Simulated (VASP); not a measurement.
# InGa3As4 (P-4m2) in VASP: further runs

InGa3As4 is run at these levels: PBE; tasks: single point, relaxation of cell and atoms.

All numbers are computed with VASP 6.6.1; they aren't measurements. Logs are shortened: lines on timing, memory, paths and dates and some standing lists are left out, and cuts for length are marked.

### Step 1. The cell of the first run

The structure is tetragonal, space group P-4m2 (No. 115). The conventional cell has a = 4.159 Å, b = 4.159 Å, c = 11.642 Å, α = 90.00°, β = 90.00°, γ = 90.00°. In (site symmetry -4m2) has 4 As at 2.64 Å within 3.5 Å. Within 3.3 Å of Ga (site symmetry 2mm) lie 4 As at 2.50 to 2.51 Å. Within 3.3 Å of Ga (site symmetry -4m2) lie 4 As at 2.51 Å. Within 3.3 Å of As (site symmetry 2mm) lie 4 Ga at 2.51 Å. As (site symmetry 2mm) has 2 Ga at 2.50 Å and 2 In at 2.64 Å within 3.3 Å.

### Step 2. Single point, PBE

Contents of INCAR:

```
PREC     = Accurate       # precision mode
ENCUT    = 520            # plane-wave cutoff, eV
EDIFF    = 1E-6           # SCF threshold, eV
ISMEAR   = 0              # smearing method
SIGMA    = 0.1            # smearing width, eV
LREAL    = F              # projectors in reciprocal space
LASPH    = T              # aspherical terms in the spheres
NELM     = 80             # most SCF steps
ALGO     = Normal         # electronic algorithm
ISIF     = 2              # what is computed and relaxed
LWAVE    = F              # write WAVECAR
LCHARG   = F              # write CHGCAR
GGA      = PE             # functional
NBANDS   = 46             # bands
```

Contents of KPOINTS:

```
regular mesh
0
Gamma
  4 4 2
```

Contents of POSCAR:

```
InGa3As4
1.0
    4.1592787746      0.0000000000      0.0000000000
    0.0000000000      4.1592787746      0.0000000000
    0.0000000000      0.0000000000     11.6415727363
In Ga As
1 3 4
Direct
    0.0000000000      0.0000000000      0.0000000000
    0.5000000000      0.5000000000      0.2586887604
    0.0000000000      0.0000000000      0.5000000000
    0.5000000000      0.5000000000      0.7413112396
    0.5000000000      0.0000000000      0.3794634775
    0.0000000000      0.5000000000      0.6205365225
    0.5000000000      0.0000000000      0.8602827157
    0.0000000000      0.5000000000      0.1397172843
```

Potentials or basis: VASP PAW PBE potentials, release 64 (In_d, Ga_d, As).

The run is started by

```bash
> cat potpaw_PBE.64/In_d/POTCAR potpaw_PBE.64/Ga_d/POTCAR potpaw_PBE.64/As/POTCAR > POTCAR
> mpirun -np 1 vasp_std > vasp.out
```

OUTCAR:

```text
PREC = Accurate
   ENCUT = 520
   EDIFF = 1E-6
   ISMEAR = 0
   LREAL = F
   LASPH = T
   NELM = 80
   ISIF = 2
   GGA = PE

 ion  position               nearest neighbor table
   1  0.000  0.000  0.000-   7 2.64   8 2.64   8 2.64   7 2.64
   2  0.500  0.500  0.259-   8 2.50   8 2.50   5 2.51   5 2.51
   3  0.000  0.000  0.500-   5 2.51   6 2.51   6 2.51   5 2.51
   4  0.500  0.500  0.741-   7 2.50   7 2.50   6 2.51   6 2.51
   5  0.500  0.000  0.379-   3 2.51   3 2.51   2 2.51   2 2.51
   6  0.000  0.500  0.621-   3 2.51   3 2.51   4 2.51   4 2.51
   7  0.500  0.000  0.860-   4 2.50   4 2.50   1 2.64   1 2.64
   8  0.000  0.500  0.140-   2 2.50   2 2.50   1 2.64   1 2.64

  LATTYP: Found a simple tetragonal cell.
 ALAT       =     4.1592787746
 C/A-ratio  =     2.7989402411

  Lattice vectors:

 A1 = (   4.1592787746,   0.0000000000,   0.0000000000)
 A2 = (   0.0000000000,   4.1592787746,   0.0000000000)
 A3 = (   0.0000000000,   0.0000000000,  11.6415727363)

Analysis of symmetry for initial positions (statically):
=====================================================================
 Subroutine PRICEL returns:
 Original cell was already a primitive cell.

 Routine SETGRP: Setting up the symmetry group for a
 simple tetragonal supercell.

 Subroutine GETGRP returns: Found  8 space group operations
 (whereof  8 operations were pure point group operations)
 out of a pool of 16 trial point group operations.

The static configuration has the point symmetry D_2d.

Analysis of symmetry for dynamics (positions and initial velocities):
=====================================================================
 Subroutine PRICEL returns:
 Original cell was already a primitive cell.

 Routine SETGRP: Setting up the symmetry group for a
 simple tetragonal supercell.

 Subroutine GETGRP returns: Found  8 space group operations
 (whereof  8 operations were pure point group operations)
 out of a pool of 16 trial point group operations.

The dynamic configuration has the point symmetry D_2d.

 Subroutine INISYM returns: Found  8 space group operations
 (whereof  8 operations are pure point group operations),
 and found     1 'primitive' translations

----------------------------------------------------------------------------------------

                                     Primitive cell

  volume of cell :     201.3946

  direct lattice vectors                    reciprocal lattice vectors
     4.159278775  0.000000000  0.000000000     0.240426298  0.000000000  0.000000000
     0.000000000  4.159278775  0.000000000     0.000000000  0.240426298  0.000000000
     0.000000000  0.000000000 11.641572736     0.000000000  0.000000000  0.085899047

  length of vectors
     4.159278775  4.159278775 11.641572736     0.240426298  0.240426298  0.085899047

  position of ions in fractional coordinates (direct lattice)
     0.000000000  0.000000000  0.000000000
     0.500000000  0.500000000  0.258688760
     0.000000000  0.000000000  0.500000000
     0.500000000  0.500000000  0.741311240
     0.500000000  0.000000000  0.379463478
     0.000000000  0.500000000  0.620536522
     0.500000000  0.000000000  0.860282716
     0.000000000  0.500000000  0.139717284

  ion indices of the primitive-cell ions
   primitive index   ion index
                 1           1
                 2           2
                 3           3
                 4           4
                 5           5
                 6           6
                 7           7
                 8           8

----------------------------------------------------------------------------------------

 KPOINTS: regular mesh

Automatic generation of k-mesh.
 Grid dimensions read from file:
 generate k-points for:    4    4    2

 Generating k-lattice:

  Cartesian coordinates                     Fractional coordinates (reciprocal lattice)
     0.060106575  0.000000000  0.000000000     0.250000000  0.000000000  0.000000000
     0.000000000  0.060106575  0.000000000     0.000000000  0.250000000  0.000000000
     0.000000000  0.000000000  0.042949523     0.000000000  0.000000000  0.500000000

  Length of vectors
     0.060106575  0.060106575  0.042949523

  Shift w.r.t. Gamma in fractional coordinates (k-lattice)
     0.000000000  0.000000000  0.000000000

 Subroutine IBZKPT returns following result:
 ===========================================

 Found     12 irreducible k-points:

 Following reciprocal coordinates:
            Coordinates               Weight
  0.000000  0.000000  0.000000      1.000000
  0.250000  0.000000  0.000000      4.000000
  0.500000  0.000000  0.000000      2.000000
  0.250000  0.250000  0.000000      4.000000
  0.500000  0.250000  0.000000      4.000000
  0.500000  0.500000  0.000000      1.000000
  0.000000  0.000000  0.500000      1.000000
  0.250000  0.000000  0.500000      4.000000
  0.500000  0.000000  0.500000      2.000000
  0.250000  0.250000  0.500000      4.000000
  0.500000  0.250000  0.500000      4.000000
  0.500000  0.500000  0.500000      1.000000
   k-points           NKPTS =     12   k-points in BZ     NKDIM =     12   number of bands    NBANDS=     46
   number of dos      NEDOS =    301   number of ions     NIONS =      8
   total plane-waves  NPLWV =  92160
   dimension x,y,z NGX =    32 NGY =   32 NGZ =   90
   dimension x,y,z NGXF=    64 NGYF=   64 NGZF=  180
   ions per type =               1   3   4
   NGX,Y,Z   is equivalent  to a cutoff of  12.79, 12.79, 12.85 a.u.
   NGXF,Y,Z  is equivalent  to a cutoff of  25.58, 25.58, 25.70 a.u.
 SYSTEM =  unknown system
   PREC   = accura    normal or accurate (medium, high low for compatibility)
   ISTART =      0    job   : 0-new  1-cont  2-samecut
   ICHARG =      2    charge: 1-file 2-atom 10-const
   ISPIN  =      1    spin polarized calculation?
   LNONCOLLINEAR =      F non collinear calculations
   LSORBIT =      F    spin-orbit coupling
   LASPH  =      T    aspherical Exc in radial PAW
   ENCUT  =  520.0 eV  38.22 Ry    6.18 a.u.   7.73  7.73 21.65*2*pi/ulx,y,z
   NELM   =     80;   NELMIN=  2; NELMDL= -5     # of ELM steps
   EDIFF  = 0.1E-05   stopping-criterion for ELM
   LREAL  =      F    real-space projection
   EDIFFG = 0.1E-04   stopping-criterion for IOM
   NSW    =      0    number of steps for IOM
   IBRION =     -1    ionic relax: 0-MD 1-quasi-New 2-CG
   NFREE  =      0    steps in history (QN), initial steepest desc. (CG)
   ISIF   =      2    stress and relaxation
   ISYM   =      2    0-nonsym 1-usesym 2-fastsym
   POTIM  = 0.5000    time-step for ionic-motion
   TEBEG  =    0.0;   TEEND  =   0.0 temperature during run
   PSTRESS=    0.0 pullay stress
   NELECT =      72.0000    total number of electrons
   NUPDOWN=      -1.0000    fix difference up-down
   EMIN   =  10.00;   EMAX   =-10.00  energy-range for DOS
   EFERMI =   0.00;   METHOD = LEGACY
   ISMEAR =     0;   SIGMA  =   0.10  broadening in eV -4-tet -1-fermi 0-gaus
   EFERMI_NEDOS =   21; number of points for ismear=-14 and -15
   IALGO  =     38    algorithm
   IMIX   =      4    mixing-type and parameters
     AMIX     =   0.40;   BMIX     =  1.00
     AMIX_MAG =   1.60;   BMIX_MAG =  1.00
  volume/ion in A,a.u.               =      25.17       169.88
  Fermi-wavevector in a.u.,A,eV,Ry     =   1.161903  2.195678 18.368108  1.350018
  Thomas-Fermi vector in A             =   2.298470
   LORBIT       =      0    0 simple, 1 ext, 2 COOP (PROOUT), +10 PAW based schemes
   GGA     = PE    functional components
   LHFCALC =     F    Hartree Fock is set to
   AEXX    =    0.0000 exact exchange contribution
   IVDW    =     0    specifies the selected vdW correction
   LEPSILON=     F    determine dielectric tensor
   LRPA    =     F    only Hartree local field effects (RPA)
 non-spin polarized calculation
 Gauss-broadening in eV      SIGMA  =   0.10
  energy-cutoff  :      520.00
  volume of cell :      201.39
 maximum number of plane-waves:      5436
 NGX is ok and might be reduce to    32
   NGX = 15   NGY = 15   NGZ = 43

 number of electron      71.9999962 magnetization

 Free energy of the ion-electron system (eV)
  ---------------------------------------------------
  ext. energy  EPLUGINS =         0.00000000
  ---------------------------------------------------
  free energy    TOTEN  =       -32.20978145 eV

  energy without entropy =      -32.20493044  energy(sigma->0) =      -32.20735595

 E-fermi :   3.6535     XC(G=0):  -9.2062

 val. band max:        3.6311556560   @ k =   0.0000   0.0000   0.0000
 cond. band min:       4.3023118959   @ k =   0.5000   0.0000   0.0000
 fundamental gap:      0.6711562400
 Fermi energy:         3.6535203632

 k-point     1 :       0.0000    0.0000    0.0000
  band No.  band energies     occupation
      1     -11.1871      2.00000
      2     -11.1656      2.00000
      3     -11.1191      2.00000
      4     -11.1183      2.00000
      5     -11.1183      2.00000
      6     -11.1097      2.00000
[... 38 lines left out ...]
     45       7.3936      0.00000
     46       7.3936      0.00000

 k-point     2 :       0.2500    0.0000    0.0000
  band No.  band energies     occupation
      1     -11.1797      2.00000
      2     -11.1654      2.00000
      3     -11.1414      2.00000
      4     -11.1291      2.00000
      5     -11.1153      2.00000
      6     -11.1095      2.00000
[... 38 lines left out ...]
     45       7.9423      0.00000
     46       8.7038      0.00000

 k-point     3 :       0.5000    0.0000    0.0000
  band No.  band energies     occupation
      1     -11.1730      2.00000
      2     -11.1670      2.00000
      3     -11.1634      2.00000
      4     -11.1378      2.00000
      5     -11.1129      2.00000
      6     -11.1077      2.00000
[... 38 lines left out ...]
     45       8.8045      0.00000
     46       9.0015      0.00000

 k-point     4 :       0.2500    0.2500    0.0000
  band No.  band energies     occupation
      1     -11.1806      2.00000
      2     -11.1702      2.00000
      3     -11.1507      2.00000
      4     -11.1481      2.00000
      5     -11.1043      2.00000
      6     -11.1036      2.00000
[... 332 lines left out ...]
     45       8.5419      0.00000
     46       8.8420      0.00000

 k-point    11 :       0.5000    0.2500    0.5000
  band No.  band energies     occupation
      1     -11.1834      2.00000
      2     -11.1809      2.00000
      3     -11.1654      2.00000
      4     -11.1532      2.00000
      5     -11.0988      2.00000
      6     -11.0961      2.00000
[... 38 lines left out ...]
     45       9.4185      0.00000
     46       9.5271      0.00000

 k-point    12 :       0.5000    0.5000    0.5000
  band No.  band energies     occupation
      1     -11.1937      2.00000
      2     -11.1937      2.00000
      3     -11.1677      2.00000
      4     -11.1677      2.00000
      5     -11.0847      2.00000
      6     -11.0835      2.00000
[... 38 lines left out ...]
     45      11.1994      0.00000
     46      11.2081      0.00000

------------------------ aborting loop because EDIFF is reached ----------------------------------------

  FORCE on cell =-STRESS in cart. coord.  units (eV):
  Direction    XX          YY          ZZ          XY          YZ          ZX
  --------------------------------------------------------------------------------------
  -------------------------------------------------------------------------------------
  Total        0.4250050      0.4250050      0.3375707      0.0000000      0.0000000      0.0000000
  in kB        3.3810913      3.3810913      2.6855154      0.0000000      0.0000000      0.0000000
  external PRESSURE =       3.1492326 kB  Pullay stress =       0.0000000 kB

 VOLUME and BASIS-vectors are now :
 -----------------------------------------------------------------------------
  energy-cutoff  :      520.00
  volume of cell :      201.39
      direct lattice vectors                 reciprocal lattice vectors
     4.159278775  0.000000000  0.000000000     0.240426298  0.000000000  0.000000000
     0.000000000  4.159278775  0.000000000     0.000000000  0.240426298  0.000000000
     0.000000000  0.000000000 11.641572736     0.000000000  0.000000000  0.085899047

 POSITION                                       TOTAL-FORCE (eV/Angst)
 -----------------------------------------------------------------------------------
      0.00000      0.00000      0.00000        -0.000000     -0.000000     -0.000000
      2.07964      2.07964      3.01154        -0.000000      0.000000      0.034144
      0.00000      0.00000      5.82079         0.000000     -0.000000     -0.000000
      2.07964      2.07964      8.63003        -0.000000     -0.000000     -0.034144
      2.07964      0.00000      4.41755        -0.000000     -0.000000     -0.003030
      0.00000      2.07964      7.22402        -0.000000     -0.000000      0.003030
      2.07964      0.00000     10.01504         0.000000     -0.000000      0.000177
      0.00000      2.07964      1.62653        -0.000000     -0.000000     -0.000177
 -----------------------------------------------------------------------------------
    total drift:                                0.000000     -0.000000      0.000000

  FREE ENERGIE OF THE ION-ELECTRON SYSTEM (eV)
  ---------------------------------------------------
  free  energy   TOTEN  =       -32.2097814495 eV

  energy  without entropy=      -32.2049304439  energy(sigma->0) =      -32.20735595
```

Run time: 86 s. Hardware: 1 thread of Intel Xeon Platinum 8375C at 2.90GHz (Ice Lake), shared host; peak memory 0.35 GiB.

Results:

```
Free energy            : -32.2098 eV
Pressure               : 0.3 GPa
Largest force          : 0.034 eV/Å
Band gap on the k mesh : zero (filled and empty bands touch)
```

Forces in eV/Å, atoms in the order of the input:
```
In   0.000  0.000  0.000
Ga   0.000  0.000  0.034
Ga   0.000  0.000  0.000
Ga   0.000  0.000 -0.034
As   0.000  0.000 -0.003
As   0.000  0.000  0.003
As   0.000  0.000  0.000
As   0.000  0.000  0.000
```

Caveat: the k points lie up to 0.38 Å⁻¹ apart; spin-orbit coupling is left out, which moves the levels of the heavy elements.

(Continued in part 2 of 2.)
